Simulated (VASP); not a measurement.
Write the native input for VASP 6.6.1 that does the following.

- Task: electric field gradients
- Functional: PBE
- Potentials or basis: VASP PAW PBE potentials, release 64 (Zn)
- Cutoff: 520 eV
- k mesh: 16 × 16 × 8
- Occupations: fermi-dirac, width 0.03 eV
- Spin: no spin polarisation
- Dipole correction: no
- Further INCAR settings: ALGO = Normal; EDIFF = 1e-08; NBANDS = 19

The structure of Zn lies in POSCAR:

```
Zn
1.0
    2.6647980532      0.0000000000      0.0000000000
   -1.3323990266      2.3077828100      0.0000000000
    0.0000000000      0.0000000000      4.9467000000
Zn
2
Direct
    0.3333333333      0.6666666667      0.2500000000
    0.6666666667      0.3333333333      0.7500000000
```

The input as run:

INCAR

```
SYSTEM = Zn
ALGO = Normal ; EDIFF = 1E-8
ENCUT = 520 ; GGA = PE
ISIF = 2 ; ISMEAR = -1
LASPH = .TRUE. ; LCHARG = .FALSE.
LEFG = .TRUE. ; LREAL = .FALSE.
LWAVE = .FALSE. ; NBANDS = 19
NELM = 60 ; PREC = Accurate
SIGMA = 0.03
```

KPOINTS

```
k-points
0
G
  16 16 8
  0 0 0
```

Potentials or basis: VASP PAW PBE potentials, release 64 (Zn).

Run with:

```sh
$ cat potpaw_PBE.64/Zn/POTCAR > POTCAR
$ mpirun -np 1 vasp_std > vasp.out
```

It gave:

| Item | Value |
| --- | --- |
| Pressure | -0.2 GPa |
| Band gap on the k mesh | zero (bands 12 and 13 overlap by 4.31 eV) |
| Largest electric field gradient by atom | Zn +37.9 V/Å² |

Caveat: without QUAD_EFG the Cq values of the log hold for a quadrupole moment of 1 mb, not for the nuclei.

Wall time 110 s on 1 thread of Intel Xeon 8259CL, with other jobs on the host, peak memory 0.19 GiB.
